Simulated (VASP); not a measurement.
A run of VASP 6.6.1 is set up as follows.

Contents of INCAR:

```
  PREC = Accurate
  ENCUT = 520
  EDIFF = 1E-8
  ISMEAR = -1
  SIGMA = 0.03
  LREAL = False
  LASPH = True
  NELM = 60
  ALGO = Normal
  ISIF = 2
  LWAVE = False
  LCHARG = False
  GGA = PE
  LEFG = True
  NBANDS = 20
```

File KPOINTS:

```
regular mesh
0
Gamma
  14 14 11
```

File POSCAR:

```
Ga
1.0
    1.3737178411     -3.9994756958      0.0000000000
    1.3737178411      3.9994756958      0.0000000000
   -0.1166617212      0.0000000000      3.3075808031
Ga
2
Direct
    0.8690000000      0.1310000000      0.2500000000
    0.1310000000      0.8690000000      0.7500000000
```

Potentials or basis: VASP PAW PBE potentials, release 64 (Ga_d).

Launch:

```console
$ cat potpaw_PBE.64/Ga_d/POTCAR > POTCAR
$ mpirun -np 1 vasp_std > vasp.out
```

**Question.** Estimate the largest force.

**Answer.** 0.199 eV/Å.

**Question.** Estimate the pressure.

**Answer.** 3.1 GPa.

**Question.** What does it give for the band gap on the k mesh?

**Answer.** Zero (band 13 reaches 9.89 eV, above the bottom of band 14 at 1.78 eV).

Electric field gradients, principal values (V/Å²):
```tsv
atom	least	middle	greatest (by size)
1 Ga	-7.038	-18.491	25.528
2 Ga	-7.038	-18.491	25.528
```

Caveat: without QUAD_EFG the Cq values of the log hold for a quadrupole moment of 1 mb, not for the nuclei.
